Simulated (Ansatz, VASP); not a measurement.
# KCl in VASP and in Ansatz

```
CELL_PARAMETERS angstrom
0.00000 3.50728 3.50728
3.50728 0.00000 3.50728
3.50728 3.50728 0.00000
ATOMIC_POSITIONS crystal
K 0.00000 0.00000 0.00000
Cl 0.25000 0.25000 0.25000
```

Alike in both runs: task single point; functional PBEsol; k mesh 4 × 4 × 4; no spin polarisation.

|  | VASP | Ansatz |
| --- | --- | --- |
| version | VASP 6.6.1 | Ansatz 0.2.0 |
| potentials or method | VASP PAW PBE potentials, release 64 (K_sv, Cl) | plane waves |
| plane-wave cutoff (eV) | 520 | 420 |
| occupations | gaussian, width 0.01 eV | fixed |
| valence electrons in the cell | 16 | 16 |

|  | VASP | Ansatz | Ansatz less VASP |
| --- | --- | --- | --- |
| gap on the k mesh at the Fermi level (eV) | 4.80 | 4.80 | +0.002 |
| pressure (GPa) | -0.3 | -0.3 | -0.02 |

VASP's potentials were made for PBE, not for PBEsol.
